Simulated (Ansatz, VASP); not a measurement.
**Ge in VASP and in Ansatz**

```
Ge
1.0
     0.00000    2.88535    2.82877
     2.82877    0.00000    2.82877
     2.82877    2.88535    0.00000
Ge
2
Direct
  0.50000 0.50000 0.50000
  0.75000 0.75000 0.75000
```

Change from the starting cell: strain +0.0200 x Voigt [0, 1, 0, 0, 0, 0], atoms carried along.

Alike in both runs: task single point; functional LDA; k mesh 14 × 14 × 14; occupations gaussian, width 0.15 eV; no spin polarisation.

```csv
,VASP,Ansatz
version,VASP 6.6.1,Ansatz 0.2.0
potentials or method,"VASP PAW LDA potentials, release 64 (Ge_d), cutoff 520 eV","scalar-relativistic, plane waves, PAW"
valence electrons in the cell,28,28
```

```csv
,VASP,Ansatz,Ansatz less VASP
gap on the k mesh at the Fermi level (eV),none,none,-
pressure (GPa),-2.4,-2.5,-0.15
"traceless stress, the component that is largest in VASP (GPa)",-0.96,-0.96,-0.001
```

LDA's correlation is that of Perdew and Zunger in VASP and of Perdew and Wang (1992) in Ansatz. A gap of «none» marks a metal or a gap that the smearing closes.
